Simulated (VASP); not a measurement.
# Sn (Im-3m) in VASP: single point with HSE06

Aim: the single point of Sn with HSE06.

All numbers are computed with VASP 6.6.1; they aren't measurements. Logs are shortened: lines on timing, memory, paths and dates and some standing lists are left out, and cuts for length are marked.

## Step 1: The cell of the first run

The structure is cubic, space group Im-3m (No. 229). The conventional cell has a = 3.767 Å, b = 3.767 Å, c = 3.767 Å, α = 90.00°, β = 90.00°, γ = 90.00°. Within 4.3 Å of Sn (site symmetry m-3m) lie 14 Sn at 3.26 to 3.77 Å.

This isn't the form of Sn at room conditions, which is tetragonal (white tin).

## Step 2: Single point, HSE06

File POSCAR:

```
Sn
1.0
   -1.8837207244      1.8837207244      1.8837207244
    1.8837207244     -1.8837207244      1.8837207244
    1.8837207244      1.8837207244     -1.8837207244
Sn
1
Direct
    0.0000000000      0.0000000000      0.0000000000
```

File INCAR.step1:

```
SYSTEM = Sn
PREC = Accurate
ENCUT = 400
EDIFF = 1E-5
ISMEAR = 0
SIGMA = 0.05
LREAL = .False.
LASPH = .True.
NELM = 120
ALGO = Normal
ISIF = 2
LWAVE = .True.
LCHARG = .False.
NBANDS = 13
GGA = PE
GGA_COMPAT = .False.
```

File INCAR.step2:

```
SYSTEM = Sn
PREC = Accurate
ENCUT = 400
EDIFF = 1E-6
ISMEAR = 0
SIGMA = 0.05
LREAL = .False.
LASPH = .True.
NELM = 120
ALGO = Normal
ISIF = 2
LWAVE = .False.
LCHARG = .False.
GGA = PE
LHFCALC = .True.
HFSCREEN = 0.2079
PRECFOCK = Normal
NBANDS = 13
ISTART = 1
GGA_COMPAT = .False.
```

File KPOINTS:

```
Automatic mesh
0
Gamma
  8 8 8
  0 0 0
```

Potentials or basis: VASP PAW PBE potentials, release 64 (Sn_d).

Command:

```sh
cat potpaw_PBE.64/Sn_d/POTCAR > POTCAR
cp INCAR.step1 INCAR
mpirun -np 1 vasp_std > vasp.out
cp INCAR.step2 INCAR
mpirun -np 1 vasp_std > vasp.out
```

OUTCAR:

```text
SYSTEM = Sn
   PREC = Accurate
   ENCUT = 400
   EDIFF = 1E-6
   ISMEAR = 0
   LREAL = .False.
   LASPH = .True.
   NELM = 120
   ISIF = 2
   GGA = PE
   LHFCALC = .True.
   HFSCREEN = 0.2079
   PRECFOCK = Normal
   ISTART = 1

 ion  position               nearest neighbor table
   1  0.000  0.000  0.000-

  LATTYP: Found a body centered cubic cell.
 ALAT       =     3.7674414488

  Lattice vectors:

 A1 = (  -1.8837207244,   1.8837207244,   1.8837207244)
 A2 = (   1.8837207244,  -1.8837207244,   1.8837207244)
 A3 = (   1.8837207244,   1.8837207244,  -1.8837207244)

Analysis of symmetry for initial positions (statically):
=====================================================================
 Subroutine PRICEL returns:
 Original cell was already a primitive cell.

 Routine SETGRP: Setting up the symmetry group for a
 body centered cubic supercell.

 Subroutine GETGRP returns: Found 48 space group operations
 (whereof 48 operations were pure point group operations)
 out of a pool of 48 trial point group operations.

The static configuration has the point symmetry O_h .

Analysis of symmetry for dynamics (positions and initial velocities):
=====================================================================
 Subroutine PRICEL returns:
 Original cell was already a primitive cell.

 Routine SETGRP: Setting up the symmetry group for a
 body centered cubic supercell.

 Subroutine GETGRP returns: Found 48 space group operations
 (whereof 48 operations were pure point group operations)
 out of a pool of 48 trial point group operations.

The dynamic configuration has the point symmetry O_h .

 Subroutine INISYM returns: Found 48 space group operations
 (whereof 48 operations are pure point group operations),
 and found     1 'primitive' translations

----------------------------------------------------------------------------------------

                                     Primitive cell

  volume of cell :      26.7368

  direct lattice vectors                    reciprocal lattice vectors
    -1.883720724  1.883720724  1.883720724     0.000000000  0.265432128  0.265432128
     1.883720724 -1.883720724  1.883720724     0.265432128  0.000000000  0.265432128
     1.883720724  1.883720724 -1.883720724     0.265432128  0.265432128  0.000000000

  length of vectors
     3.262700002  3.262700002  3.262700002     0.375377715  0.375377715  0.375377715

  position of ions in fractional coordinates (direct lattice)
     0.000000000  0.000000000  0.000000000

  ion indices of the primitive-cell ions
   primitive index   ion index
                 1           1

----------------------------------------------------------------------------------------

 KPOINTS: Automatic mesh

Automatic generation of k-mesh.
 Grid dimensions read from file:
 generate k-points for:    8    8    8

 Generating k-lattice:

  Cartesian coordinates                     Fractional coordinates (reciprocal lattice)
     0.000000000  0.033179016  0.033179016     0.125000000  0.000000000  0.000000000
     0.033179016  0.000000000  0.033179016     0.000000000  0.125000000  0.000000000
     0.033179016  0.033179016  0.000000000     0.000000000  0.000000000  0.125000000

  Length of vectors
     0.046922214  0.046922214  0.046922214

  Shift w.r.t. Gamma in fractional coordinates (k-lattice)
     0.000000000  0.000000000  0.000000000

 Subroutine IBZKPT returns following result:
 ===========================================

 Found     29 irreducible k-points:

 Following reciprocal coordinates:
            Coordinates               Weight
  0.000000  0.000000  0.000000      1.000000
  0.125000  0.000000  0.000000     12.000000
  0.250000  0.000000  0.000000     12.000000
  0.375000  0.000000  0.000000     12.000000
  0.500000  0.000000  0.000000      6.000000
  0.125000  0.125000  0.000000     24.000000
[... 16 lines left out ...]
 -0.250000  0.250000  0.250000      6.000000
 -0.375000  0.375000  0.250000     24.000000
 [... further k-points ...]
   k-points           NKPTS =     29   k-points in BZ     NKDIM =    512   number of bands    NBANDS=     13
   number of dos      NEDOS =    301   number of ions     NIONS =      1
   total plane-waves  NPLWV =  13824
   dimension x,y,z NGX =    24 NGY =   24 NGZ =   24
   dimension x,y,z NGXF=    48 NGYF=   48 NGZF=   48
   ions per type =               1
   NGX,Y,Z   is equivalent  to a cutoff of  12.23, 12.23, 12.23 a.u.
   NGXF,Y,Z  is equivalent  to a cutoff of  24.46, 24.46, 24.46 a.u.
 SYSTEM =  Sn
   PREC   = accura    normal or accurate (medium, high low for compatibility)
   ISTART =      1    job   : 0-new  1-cont  2-samecut
   ICHARG =      0    charge: 1-file 2-atom 10-const
   ISPIN  =      1    spin polarized calculation?
   LNONCOLLINEAR =      F non collinear calculations
   LSORBIT =      F    spin-orbit coupling
   LASPH  =      T    aspherical Exc in radial PAW
   ENCUT  =  400.0 eV  29.40 Ry    5.42 a.u.   5.32  5.32  5.32*2*pi/ulx,y,z
   NELM   =    120;   NELMIN=  2; NELMDL=  0     # of ELM steps
   EDIFF  = 0.1E-05   stopping-criterion for ELM
   LREAL  =      F    real-space projection
   EDIFFG = 0.1E-04   stopping-criterion for IOM
   NSW    =      0    number of steps for IOM
   IBRION =     -1    ionic relax: 0-MD 1-quasi-New 2-CG
   NFREE  =      0    steps in history (QN), initial steepest desc. (CG)
   ISIF   =      2    stress and relaxation
   ISYM   =      3    0-nonsym 1-usesym 2-fastsym
   POTIM  = 0.5000    time-step for ionic-motion
   TEBEG  =    0.0;   TEEND  =   0.0 temperature during run
   PSTRESS=    0.0 pullay stress
   NELECT =      14.0000    total number of electrons
   NUPDOWN=      -1.0000    fix difference up-down
   EMIN   =  10.00;   EMAX   =-10.00  energy-range for DOS
   EFERMI =   0.00;   METHOD = LEGACY
   ISMEAR =     0;   SIGMA  =   0.05  broadening in eV -4-tet -1-fermi 0-gaus
   EFERMI_NEDOS =   21; number of points for ismear=-14 and -15
   IALGO  =     38    algorithm
   IMIX   =      1    mixing-type and parameters
     AMIX     =   0.40;   BMIX     =  1.00
     AMIX_MAG =   1.60;   BMIX_MAG =  1.00
  volume/ion in A,a.u.               =      26.74       180.43
  Fermi-wavevector in a.u.,A,eV,Ry     =   1.319515  2.493522 23.689373  1.741120
  Thomas-Fermi vector in A             =   2.449408
   LORBIT       =      0    0 simple, 1 ext, 2 COOP (PROOUT), +10 PAW based schemes
   GGA     = PE    functional components
   LHFCALC =     T    Hartree Fock is set to
   PRECFOCK=normal    Normal, Fast or Accurate (Low or Medium for compatibility)
   ENCUT4O =  -1.0   cutoff for four orbital integrals eV
   NKREDX  =     1    reduce k-point grid by
   NKREDY  =     1    reduce k-point grid by
   NKREDZ  =     1    reduce k-point grid by
   AEXX    =    0.2500 exact exchange contribution
   HFSCREEN=    0.2079 screening length (either q_TF or 0.3 A-1)
   HFSCREENC=   0.2079 screening length for correlation (either q_TF or 0.3 A-1)
   ENCUTFOCK=  -1.0 apply spherical cutoff to Coloumb kernel
   IVDW    =     0    specifies the selected vdW correction
   LEPSILON=     F    determine dielectric tensor
   LRPA    =     F    only Hartree local field effects (RPA)
 non-spin polarized calculation
 Gauss-broadening in eV      SIGMA  =   0.05
  energy-cutoff  :      400.00
  volume of cell :       26.74
 maximum number of plane-waves:       496
 NGX is ok and might be reduce to    24
  NGX = 16; NGY = 16; NGZ = 16

 number of electron      13.9999990 magnetization

 Free energy of the ion-electron system (eV)
  ---------------------------------------------------
  ext. energy  EPLUGINS =         0.00000000
  ---------------------------------------------------
  free energy    TOTEN  =        -4.33321947 eV

  energy without entropy =       -4.33255775  energy(sigma->0) =       -4.33288861

 E-fermi :   8.1699     XC(G=0):  -8.6438

 val. band max:        8.1153501227   @ k =   0.5000   0.5000   0.3750
 cond. band min:       8.2213566928   @ k =  -0.2500   0.3750   0.1250
 fundamental gap:      0.1060065701
 Fermi energy:         8.1698640840

 k-point     1 :       0.0000    0.0000    0.0000
  band No.  band energies     occupation
      1     -15.6859      2.00000
      2     -15.6859      2.00000
      3     -15.6859      2.00000
      4     -15.5343      2.00000
      5     -15.5343      2.00000
      6      -4.3720      2.00000
      7      17.2544      0.00000
      8      17.2544      0.00000
      9      17.2544      0.00000
     10      21.2001      0.00000
     11      21.2001      0.00000
     12      21.2001      0.00000
     13      21.8928      0.00000

 k-point     2 :       0.1250    0.0000    0.0000
  band No.  band energies     occupation
      1     -15.6934      2.00000
      2     -15.6762      2.00000
      3     -15.6517      2.00000
      4     -15.5425      2.00000
      5     -15.5357      2.00000
      6      -3.9856      2.00000
      7      14.4613      0.00000
      8      15.9690      0.00000
      9      16.7304      0.00000
     10      19.2388      0.00000
     11      19.5586      0.00000
     12      20.8388      0.00000
     13      22.7937      0.00000

 k-point     3 :       0.2500    0.0000    0.0000
  band No.  band energies     occupation
      1     -15.7114      2.00000
      2     -15.6613      2.00000
      3     -15.5680      2.00000
      4     -15.5548      2.00000
      5     -15.5388      2.00000
      6      -2.8211      2.00000
      7       9.9939      0.00000
      8      14.1224      0.00000
      9      15.6007      0.00000
     10      17.9198      0.00000
     11      18.1884      0.00000
     12      21.5233      0.00000
     13      23.5408      0.00000
[... 305 lines left out ...]
 k-point    23 :      -0.2500    0.2500    0.2500
  band No.  band energies     occupation
      1     -15.6206      2.00000
      2     -15.5965      2.00000
      3     -15.5965      2.00000
      4     -15.5766      2.00000
      5     -15.5723      2.00000
      6      -1.2736      2.00000
      7      10.8374      0.00000
      8      11.0317      0.00000
      9      11.0317      0.00000
     10      14.7447      0.00000
     11      23.1085      0.00000
     12      23.1085      0.00000
     13      23.5127      0.00000

 k-point    24 :      -0.3750    0.3750    0.2500
  band No.  band energies     occupation
      1     -15.6512      2.00000
      2     -15.6103      2.00000
      3     -15.6002      2.00000
      4     -15.5532      2.00000
      5     -15.4955      2.00000
      6       0.6273      2.00000
      7       7.2499      2.00000
      8       9.8027      0.00000
      9      11.2077      0.00000
     10      14.8626      0.00000
     11      19.9983      0.00000
     12      22.4751      0.00000
     13      23.2293      0.00000

 [... further k-points ...]

------------------------ aborting loop because EDIFF is reached ----------------------------------------

  FORCE on cell =-STRESS in cart. coord.  units (eV):
  Direction    XX          YY          ZZ          XY          YZ          ZX
  --------------------------------------------------------------------------------------
  -------------------------------------------------------------------------------------
  Total       -0.0301799     -0.0301799     -0.0301799     -0.0000000     -0.0000000     -0.0000000
  in kB       -1.8085018     -1.8085018     -1.8085018     -0.0000000     -0.0000000     -0.0000000
  external PRESSURE =      -1.8085018 kB  Pullay stress =       0.0000000 kB

 VOLUME and BASIS-vectors are now :
 -----------------------------------------------------------------------------
  energy-cutoff  :      400.00
  volume of cell :       26.74
      direct lattice vectors                 reciprocal lattice vectors
    -1.883720724  1.883720724  1.883720724     0.000000000  0.265432128  0.265432128
     1.883720724 -1.883720724  1.883720724     0.265432128  0.000000000  0.265432128
     1.883720724  1.883720724 -1.883720724     0.265432128  0.265432128  0.000000000

 POSITION                                       TOTAL-FORCE (eV/Angst)
 -----------------------------------------------------------------------------------
      0.00000      0.00000      0.00000        -0.000000     -0.000000      0.000000
 -----------------------------------------------------------------------------------
    total drift:                               -0.000002      0.000001     -0.000004

  FREE ENERGIE OF THE ION-ELECTRON SYSTEM (eV)
  ---------------------------------------------------
  free  energy   TOTEN  =        -4.3332194725 eV

  energy  without entropy=       -4.3325577452  energy(sigma->0) =       -4.33288861
```

Run time: 36 min. Hardware: 1 thread of Oxide Virtual Turin-like, shared host; peak memory 0.22 GiB.

What came out:

- Free energy: -4.3332 eV
- Pressure: -0.2 GPa
- Band gap on the k mesh: zero (bands 7 and 8 overlap by 11.69 eV)

Caveat: the PAW data sets were made with another functional, which shifts forces and pressure a little; spin-orbit coupling is left out, which moves the levels of the heavy elements.

The gap in the log of VASP goes by the Fermi energy; the results here count the filled bands.